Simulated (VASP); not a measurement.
Write the native input for VASP 6.6.1 that does the following.

| Property | Result |
| --- | --- |
| Task | single point |
| Functional | PBE |
| Potentials or basis | VASP PAW PBE potentials, release 64 (Be, Te) |
| Cutoff | 520 eV |
| k mesh | 6 × 6 × 6 |
| Occupations | fermi-dirac, width 0.02 eV |
| Spin | no spin polarisation |
| Dipole correction | no |
| Further INCAR settings | ALGO = Normal; EDIFF = 1e-07; NBANDS = 11 |

The structure of BeTe lies in POSCAR:

```
BeTe
1.0
    0.0000000000      2.6832298771      2.6832298771
    2.6832298771      0.0000000000      2.6832298771
    2.6832298771      2.6832298771      0.0000000000
Be Te
1 1
Direct
    0.0000000000      0.0000000000      0.0000000000
    0.5000000000      0.5000000000      0.5000000000
```

One way to write it, as run:

INCAR

```
SYSTEM = BeTe
  ALGO = Normal
  EDIFF = 1E-7
  ENCUT = 520
  GGA = PE
  ISIF = 2
  ISMEAR = -1
  LASPH = .True.
  LCHARG = .True.
  LELF = .True.
  LREAL = .False.
  LVHAR = .True.
  LWAVE = .False.
  NBANDS = 11
  NELM = 100
  PREC = Accurate
  SIGMA = 0.02
```

KPOINTS

```
k-points
0
Gamma
  6 6 6
  0 0 0
```

Potentials or basis: VASP PAW PBE potentials, release 64 (Be, Te).

Launch:

```bash
$ cat potpaw_PBE.64/Be/POTCAR potpaw_PBE.64/Te/POTCAR > POTCAR
$ mpirun -np 1 vasp_std > vasp.out
```

Results of the run:

```yaml
Pressure: -0.2 GPa
Band_gap_on_the_k_mesh: zero (band 4 reaches 7.49 eV, above the bottom of band 5 at 6.28 eV)
```

Caveat: spin-orbit coupling is left out, which moves the levels of the heavy elements.

Wall time 12 s on 1 thread of AMD EPYC 7R13 (shared host), peak memory 0.13 GiB.
